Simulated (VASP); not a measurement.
Runs of VASP 6.6.1 on N. The cells are those of the table. 

```tsv
cell	gap on the mesh (eV)	pressure (GPa)	largest force (eV/Å)
a = 4.626, b = 4.626, c = 14.803 Å, angles 93.0, 87.0, 60.0°, 8 atoms	7.41	1.5	1.90
a = 4.626, b = 4.626, c = 14.328 Å, angles 90.8, 89.2, 60.0°, 8 atoms	(a)	1.5	1.89
a = 4.626, b = 4.626, c = 15.266 Å, angles 92.2, 87.8, 60.0°, 8 atoms	7.44	1.4	1.90
a = 4.626, b = 4.626, c = 14.743 Å, angles 91.5, 88.5, 60.0°, 8 atoms	7.41	1.5	1.89
a = 4.626, b = 4.626, c = 15.227 Å, angles 90.7, 89.3, 60.0°, 8 atoms	7.43	1.4	1.90
a = 4.626, b = 4.626, c = 15.344 Å, angles 93.6, 86.4, 60.0°, 8 atoms	7.44	1.4	1.89
```

Alike in all rows: task single point; level PBEsol; potentials or basis VASP PAW PBE potentials, release 64 (N); no spin polarisation; k mesh 6 × 6 × 2; cutoff (eV) 520; smearing gaussian 0.05 eV.

Problem. Estimate the missing entries.

Solution. (a) 7.36.

Caveats: the standard files for N, O and F lose accuracy on very short bonds; this functional lacks dispersion, which holds the molecules together, so the pressure and a relaxed volume are unreliable; the PAW data sets were made with another functional, which shifts forces and pressure a little.

A k mesh can miss the band edges.
